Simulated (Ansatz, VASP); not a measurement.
Ta2PbO3 in VASP and in Ansatz

```
Ta Pb O
1.0
     6.63990    0.00000    0.00000
    -3.31995    5.75033    0.00000
     0.00000    0.00000    3.01846
Ta Pb O
2 1 3
Direct
  0.33333 0.66667 0.00000
  0.66667 0.33333 0.00000
  0.00000 0.00000 0.00000
  0.50000 0.00000 0.00000
  0.00000 0.50000 0.00000
  0.50000 0.50000 0.00000
```

Alike in both runs: functional PBE; k mesh 4 × 4 × 4; occupations gaussian, width 0.2 eV; no spin polarisation.

Ansatz relaxed the structure, and its values are those at the end. VASP's run is a single point on that final structure, the one shown.

|  | VASP | Ansatz |
| --- | --- | --- |
| version | VASP 6.6.1 | Ansatz 0.2.0 |
| potentials or method | VASP PAW PBE potentials, release 64 (Ta_pv, Pb_d, O), cutoff 520 eV | scalar-relativistic, plane waves, PAW |
| valence electrons in the cell | 54 | 58 |

Ansatz gave:

```
gap on the k mesh at the Fermi level (eV) : none
pressure (GPa)                            : 0.3
```

**Question.** What did VASP give for the same quantities?

**Answer.** gap on the k mesh at the Fermi level (eV): none; pressure (GPa): 0.7.

A gap of «none» marks a metal or a gap that the smearing closes. VASP's potentials hold 54 valence electrons a cell and Ansatz's 58, so a difference there can come from the potentials and not from the codes.

The k mesh is coarse, so the values compare programs but aren't converged. Neither program's run includes spin-orbit coupling.
